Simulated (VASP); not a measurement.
# GaP (F-43m) in VASP: relaxation of the atoms with LDA

Aim: the relaxation of the atoms of GaP with LDA.

Everything below comes from runs of VASP 6.6.1. Logs are shortened: lines on timing, memory, paths and dates and some standing lists are left out, and cuts for length are marked.

### Step 1. The cell of the first run

It takes space group F-43m (No. 216, cubic). Conventional cell: a = 5.452 Å, b = 5.452 Å, c = 5.452 Å, α = 90.00°, β = 90.00°, γ = 90.00°. Within 3.1 Å of Ga (site symmetry -43m) lie 4 P at 2.36 Å. P (site symmetry -43m) has 4 Ga at 2.36 Å within 3.1 Å.

### Step 2. Relaxation of the atoms, LDA (strained cell)

The input, INCAR:

```
  ALGO = Normal
  EDIFF = 1E-6
  EDIFFG = -0.002
  ENCUT = 520
  IBRION = 2
  ISIF = 2
  ISMEAR = 0
  LASPH = True
  LCHARG = False
  LREAL = False
  LWAVE = False
  NELM = 100
  NSW = 60
  PREC = Accurate
  SIGMA = 0.02
```

The input, KPOINTS:

```
k-points
0
Gamma
  8 8 8
```

The input, POSCAR:

```
GaP
1.0
    0.0000000000      2.7258124900      2.7258124900
    2.7258124900      0.0000000000      2.7258124900
    2.7258124900      2.7258124900      0.0000000000
Ga P
1 1
Direct
    0.0000000000      0.0000000000      0.0000000000
    0.7500000000      0.7500000000      0.7500000000
```

Potentials or basis: VASP PAW LDA potentials, release 64 (Ga_d, P).

Command:

```sh
$ cat potpaw_LDA.64/Ga_d/POTCAR potpaw_LDA.64/P/POTCAR > POTCAR
$ mpirun -np 1 vasp_std > vasp.out
```

OUTCAR:

```text
EDIFF = 1E-6
   EDIFFG = -0.002
   ENCUT = 520
   IBRION = 2
   ISIF = 2
   ISMEAR = 0
   LASPH = True
   LREAL = False
   NELM = 100
   NSW = 60
   PREC = Accurate

 ion  position               nearest neighbor table
   1  0.000  0.000  0.000-   2 2.36   2 2.36   2 2.36   2 2.36
   2  0.750  0.750  0.750-   1 2.36   1 2.36   1 2.36   1 2.36

  LATTYP: Found a face centered cubic cell.
 ALAT       =     5.4516249800

  Lattice vectors:

 A1 = (   0.0000000000,   2.7258124900,   2.7258124900)
 A2 = (   2.7258124900,   0.0000000000,   2.7258124900)
 A3 = (   2.7258124900,   2.7258124900,   0.0000000000)

Analysis of symmetry for initial positions (statically):
=====================================================================
 Subroutine PRICEL returns:
 Original cell was already a primitive cell.

 Routine SETGRP: Setting up the symmetry group for a
 face centered cubic supercell.

 Subroutine GETGRP returns: Found 24 space group operations
 (whereof 24 operations were pure point group operations)
 out of a pool of 48 trial point group operations.

The static configuration has the point symmetry T_d .

Analysis of symmetry for dynamics (positions and initial velocities):
=====================================================================
 Subroutine PRICEL returns:
 Original cell was already a primitive cell.

 Routine SETGRP: Setting up the symmetry group for a
 face centered cubic supercell.

 Subroutine GETGRP returns: Found 24 space group operations
 (whereof 24 operations were pure point group operations)
 out of a pool of 48 trial point group operations.

The dynamic configuration has the point symmetry T_d .

 Subroutine INISYM returns: Found 24 space group operations
 (whereof 24 operations are pure point group operations),
 and found     1 'primitive' translations

----------------------------------------------------------------------------------------

                                     Primitive cell

  volume of cell :      40.5059

  direct lattice vectors                    reciprocal lattice vectors
     0.000000000  2.725812490  2.725812490    -0.183431546  0.183431546  0.183431546
     2.725812490  0.000000000  2.725812490     0.183431546 -0.183431546  0.183431546
     2.725812490  2.725812490  0.000000000     0.183431546  0.183431546 -0.183431546

  length of vectors
     3.854880992  3.854880992  3.854880992     0.317712758  0.317712758  0.317712758

  position of ions in fractional coordinates (direct lattice)
     0.000000000  0.000000000  0.000000000
     0.750000000  0.750000000  0.750000000

  ion indices of the primitive-cell ions
   primitive index   ion index
                 1           1
                 2           2

----------------------------------------------------------------------------------------

 KPOINTS: k-points

Automatic generation of k-mesh.
 Grid dimensions read from file:
 generate k-points for:    8    8    8

 Generating k-lattice:

  Cartesian coordinates                     Fractional coordinates (reciprocal lattice)
    -0.022928943  0.022928943  0.022928943     0.125000000  0.000000000  0.000000000
     0.022928943 -0.022928943  0.022928943     0.000000000  0.125000000  0.000000000
     0.022928943  0.022928943 -0.022928943     0.000000000  0.000000000  0.125000000

  Length of vectors
     0.039714095  0.039714095  0.039714095

  Shift w.r.t. Gamma in fractional coordinates (k-lattice)
     0.000000000  0.000000000  0.000000000

 Subroutine IBZKPT returns following result:
 ===========================================

 Found     29 irreducible k-points:

 Following reciprocal coordinates:
            Coordinates               Weight
  0.000000  0.000000  0.000000      1.000000
  0.125000  0.000000  0.000000      8.000000
  0.250000  0.000000  0.000000      8.000000
  0.375000  0.000000  0.000000      8.000000
  0.500000  0.000000  0.000000      4.000000
  0.125000  0.125000  0.000000      6.000000
[... 16 lines left out ...]
  0.500000  0.250000  0.125000     48.000000
 -0.375000  0.250000  0.125000     24.000000
 [... further k-points ...]
   k-points           NKPTS =     29   k-points in BZ     NKDIM =     29   number of bands    NBANDS=     13
   number of dos      NEDOS =    301   number of ions     NIONS =      2
   total plane-waves  NPLWV =  27000
   dimension x,y,z NGX =    30 NGY =   30 NGZ =   30
   dimension x,y,z NGXF=    60 NGYF=   60 NGZF=   60
   ions per type =               1   1
   NGX,Y,Z   is equivalent  to a cutoff of  12.94, 12.94, 12.94 a.u.
   NGXF,Y,Z  is equivalent  to a cutoff of  25.88, 25.88, 25.88 a.u.
 SYSTEM =  unknown system
   PREC   = accura    normal or accurate (medium, high low for compatibility)
   ISTART =      0    job   : 0-new  1-cont  2-samecut
   ICHARG =      2    charge: 1-file 2-atom 10-const
   ISPIN  =      1    spin polarized calculation?
   LNONCOLLINEAR =      F non collinear calculations
   LSORBIT =      F    spin-orbit coupling
   LASPH  =      T    aspherical Exc in radial PAW
   ENCUT  =  520.0 eV  38.22 Ry    6.18 a.u.   7.17  7.17  7.17*2*pi/ulx,y,z
   NELM   =    100;   NELMIN=  2; NELMDL= -5     # of ELM steps
   EDIFF  = 0.1E-05   stopping-criterion for ELM
   LREAL  =      F    real-space projection
   EDIFFG = -.2E-02   stopping-criterion for IOM
   NSW    =     60    number of steps for IOM
   IBRION =      2    ionic relax: 0-MD 1-quasi-New 2-CG
   NFREE  =      1    steps in history (QN), initial steepest desc. (CG)
   ISIF   =      2    stress and relaxation
   ISYM   =      2    0-nonsym 1-usesym 2-fastsym
   POTIM  = 0.5000    time-step for ionic-motion
   TEBEG  =    0.0;   TEEND  =   0.0 temperature during run
   PSTRESS=    0.0 pullay stress
   NELECT =      18.0000    total number of electrons
   NUPDOWN=      -1.0000    fix difference up-down
   EMIN   =  10.00;   EMAX   =-10.00  energy-range for DOS
   EFERMI =   0.00;   METHOD = LEGACY
   ISMEAR =     0;   SIGMA  =   0.02  broadening in eV -4-tet -1-fermi 0-gaus
   EFERMI_NEDOS =   21; number of points for ismear=-14 and -15
   IALGO  =     38    algorithm
   IMIX   =      4    mixing-type and parameters
     AMIX     =   0.40;   BMIX     =  1.00
     AMIX_MAG =   1.60;   BMIX_MAG =  1.00
  volume/ion in A,a.u.               =      20.25       136.67
  Fermi-wavevector in a.u.,A,eV,Ry     =   1.249280  2.360796 21.234610  1.560700
  Thomas-Fermi vector in A             =   2.383328
   LORBIT       =      0    0 simple, 1 ext, 2 COOP (PROOUT), +10 PAW based schemes
   GGA     = CA    functional components
   LHFCALC =     F    Hartree Fock is set to
   AEXX    =    0.0000 exact exchange contribution
   IVDW    =     0    specifies the selected vdW correction
   LEPSILON=     F    determine dielectric tensor
   LRPA    =     F    only Hartree local field effects (RPA)
 conjugate gradient relaxation of ions
 non-spin polarized calculation
 Gauss-broadening in eV      SIGMA  =   0.02
  energy-cutoff  :      520.00
  volume of cell :       40.51
 maximum number of plane-waves:      1106
 NGX is ok and might be reduce to    30
   NGX = 15   NGY = 15   NGZ = 15

 number of electron      17.9999989 magnetization

 Free energy of the ion-electron system (eV)
  ---------------------------------------------------
  ext. energy  EPLUGINS =         0.00000000
  ---------------------------------------------------
  free energy    TOTEN  =       -10.43982472 eV

  energy without entropy =      -10.43982472  energy(sigma->0) =      -10.43982472

 E-fermi :   4.6448     XC(G=0): -10.1614

 val. band max:        4.4986853570   @ k =   0.0000   0.0000   0.0000
 cond. band min:       5.9925010093   @ k =   0.3750   0.3750   0.0000
 fundamental gap:      1.4938156523
 Fermi energy:         4.6447623281

 k-point     1 :       0.0000    0.0000    0.0000
  band No.  band energies     occupation
      1     -10.2053      2.00000
      2     -10.2053      2.00000
      3     -10.2053      2.00000
      4     -10.1074      2.00000
      5     -10.1074      2.00000
      6      -8.0062      2.00000
      7       4.4987      2.00000
      8       4.4987      2.00000
      9       4.4987      2.00000
     10       6.1305      0.00000
     11       8.2911      0.00000
     12       8.2911      0.00000
     13       8.2911      0.00000

 k-point     2 :       0.1250    0.0000    0.0000
  band No.  band energies     occupation
      1     -10.2177      2.00000
      2     -10.2007      2.00000
      3     -10.2007      2.00000
      4     -10.1075      2.00000
      5     -10.1075      2.00000
      6      -7.8041      2.00000
      7       2.8273      2.00000
      8       4.2650      2.00000
      9       4.2650      2.00000
     10       6.7938      0.00000
     11       8.6440      0.00000
     12       8.6440      0.00000
     13       8.8440      0.00000

 k-point     3 :       0.2500    0.0000    0.0000
  band No.  band energies     occupation
      1     -10.2453      2.00000
      2     -10.1909      2.00000
      3     -10.1909      2.00000
      4     -10.1062      2.00000
      5     -10.1062      2.00000
      6      -7.2295      2.00000
      7       0.5699      2.00000
      8       3.8279      2.00000
      9       3.8279      2.00000
     10       6.4998      0.00000
     11       9.1534      0.00000
     12       9.1534      0.00000
     13      10.6850      0.00000

 k-point     4 :       0.3750    0.0000    0.0000
  band No.  band energies     occupation
      1     -10.2706      2.00000
      2     -10.1834      2.00000
      3     -10.1834      2.00000
      4     -10.1025      2.00000
      5     -10.1025      2.00000
      6      -6.4229      2.00000
      7      -1.3320      2.00000
      8       3.4913      2.00000
      9       3.4913      2.00000
     10       6.1417      0.00000
     11       9.2010      0.00000
     12       9.2010      0.00000
     13      12.3090      0.00000

 k-point     5 :       0.5000    0.0000    0.0000
  band No.  band energies     occupation
      1     -10.2806      2.00000
      2     -10.1810      2.00000
      3     -10.1810      2.00000
      4     -10.1002      2.00000
      5     -10.1002      2.00000
      6      -5.9239      2.00000
      7      -2.2068      2.00000
      8       3.3705      2.00000
      9       3.3705      2.00000
     10       6.0119      0.00000
     11       9.1305      0.00000
     12       9.1305      0.00000
     13      12.5456      0.00000
[... 257 lines left out ...]
 k-point    22 :       0.3750    0.2500    0.1250
  band No.  band energies     occupation
      1     -10.2672      2.00000
      2     -10.1792      2.00000
      3     -10.1753      2.00000
      4     -10.1181      2.00000
      5     -10.0985      2.00000
      6      -6.7391      2.00000
      7       0.0967      2.00000
      8       2.0635      2.00000
      9       3.2113      2.00000
     10       7.6816      0.00000
     11       8.4479      0.00000
     12       9.8081      0.00000
     13      10.9284      0.00000

 k-point    23 :       0.5000    0.2500    0.1250
  band No.  band energies     occupation
      1     -10.2814      2.00000
      2     -10.1758      2.00000
      3     -10.1663      2.00000
      4     -10.1161      2.00000
      5     -10.0986      2.00000
      6      -5.9769      2.00000
      7      -1.2651      2.00000
      8       1.4152      2.00000
      9       2.7542      2.00000
     10       7.8572      0.00000
     11       8.8209      0.00000
     12      10.0713      0.00000
     13      11.5159      0.00000

 k-point    24 :      -0.3750    0.2500    0.1250
  band No.  band energies     occupation
      1     -10.2866      2.00000
      2     -10.1753      2.00000
      3     -10.1631      2.00000
      4     -10.1126      2.00000
      5     -10.1003      2.00000
      6      -5.5121      2.00000
      7      -1.9916      2.00000
      8       1.2568      2.00000
      9       2.5403      2.00000
     10       7.8396      0.00000
     11       8.6690      0.00000
     12      10.8640      0.00000
     13      12.2954      0.00000

 [... further k-points ...]

------------------------ aborting loop because EDIFF is reached ----------------------------------------

  FORCE on cell =-STRESS in cart. coord.  units (eV):
  Direction    XX          YY          ZZ          XY          YZ          ZX
  --------------------------------------------------------------------------------------
  -------------------------------------------------------------------------------------
  Total       -0.6862602     -0.6862602     -0.6862602      0.0000000      0.0000000      0.0000000
  in kB      -27.1444744    -27.1444744    -27.1444744      0.0000000      0.0000000      0.0000000
  external PRESSURE =     -27.1444744 kB  Pullay stress =       0.0000000 kB

 VOLUME and BASIS-vectors are now :
 -----------------------------------------------------------------------------
  energy-cutoff  :      520.00
  volume of cell :       40.51
      direct lattice vectors                 reciprocal lattice vectors
     0.000000000  2.725812490  2.725812490    -0.183431546  0.183431546  0.183431546
     2.725812490  0.000000000  2.725812490     0.183431546 -0.183431546  0.183431546
     2.725812490  2.725812490  0.000000000     0.183431546  0.183431546 -0.183431546

 POSITION                                       TOTAL-FORCE (eV/Angst)
 -----------------------------------------------------------------------------------
      0.00000      0.00000      0.00000        -0.000000     -0.000000     -0.000000
      4.08872      4.08872      4.08872         0.000000      0.000000      0.000000
 -----------------------------------------------------------------------------------
    total drift:                               -0.000000     -0.000000     -0.000000

  FREE ENERGIE OF THE ION-ELECTRON SYSTEM (eV)
  ---------------------------------------------------
  free  energy   TOTEN  =       -10.4398247209 eV

  energy  without entropy=      -10.4398247209  energy(sigma->0) =      -10.43982472

 reached required accuracy - stopping structural energy minimisation
```

It took 15 s on 1 thread of Intel Xeon Platinum 8488C (Sapphire Rapids), shared host; peak memory 0.15 GiB.

What came out:

- Free energy: -10.4398 eV
- Pressure after relaxing: -2.7 GPa
- Band gap on the k mesh: 1.49 eV (least direct gap 1.63 eV)

Final structure:
```cif
data_structure
_symmetry_space_group_name_H-M 'P 1'
_symmetry_Int_Tables_number 1
_cell_length_a 3.8549
_cell_length_b 3.8549
_cell_length_c 3.8549
_cell_angle_alpha 60.000
_cell_angle_beta 60.000
_cell_angle_gamma 60.000
_cell_volume 40.51
loop_
_atom_site_label
_atom_site_type_symbol
_atom_site_fract_x
_atom_site_fract_y
_atom_site_fract_z
_atom_site_occupancy
Ga1 Ga 0.00000 0.00000 0.00000 1
P1 P 0.75000 0.75000 0.75000 1
```

Caveat: the cell differs from its parent crystal (strained cell); the relaxation stopped at its first step, so nothing moved. A k mesh can miss the band edges.
